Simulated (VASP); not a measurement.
SiC: single point with PBE

The system is SiC, a slab with vacuum.

```
C Si
1.0
     3.09694    0.00000    0.00000
     0.00000    3.09694    0.00000
     0.00000    0.00000   27.04425
C Si
6 6
Direct
  0.00000 0.50000 0.28289
  0.50000 0.00000 0.35837
  0.00000 0.50000 0.43881
  0.50000 0.00000 0.51978
  0.00000 0.50000 0.60071
  0.50000 0.00000 0.68132
  0.50000 0.50000 0.31697
  0.00000 0.00000 0.39802
  0.50000 0.50000 0.47922
  0.00000 0.00000 0.56022
  0.50000 0.50000 0.64109
  0.00000 0.00000 0.72260
```

| Item | Value |
| --- | --- |
| Program | VASP 6.6.1 |
| Task | single point |
| Functional | PBE |
| Potentials or basis | VASP PAW PBE potentials, release 64 (C, Si) |
| Cutoff | 520 eV |
| k mesh | 9 × 9 × 1 |
| Occupations | gaussian, width 0.05 eV |
| Spin | no spin polarisation |

```
Largest force          : 0.026 eV/Å
Band gap on the k mesh : zero (bands 24 and 25 overlap by 0.55 eV)
```

Forces in eV/Å, atoms in the order of the input:
```
C    0.000  0.000  0.021
C    0.000  0.000 -0.003
C    0.000  0.000 -0.009
C    0.000  0.000 -0.006
C    0.000  0.000  0.002
C    0.000  0.000  0.026
Si   0.000  0.000 -0.015
Si   0.000  0.000  0.005
Si   0.000  0.000  0.004
Si   0.000  0.000  0.002
Si   0.000  0.000 -0.005
Si   0.000  0.000 -0.022
```

Levels at points of the mesh, in eV from the Fermi level:
```
           k point  band 20  band 21  band 22  band 23  band 24  band 25  band 26  band 27  band 28  band 29
(0.00, 0.00, 0.00)    -1.05    -0.74    -0.50    -0.49    -0.22     1.37     1.53     2.27     3.36     4.12
```

It took 33 min on 1 thread of Intel Xeon 8259CL (shared host), peak memory 0.43 GiB.
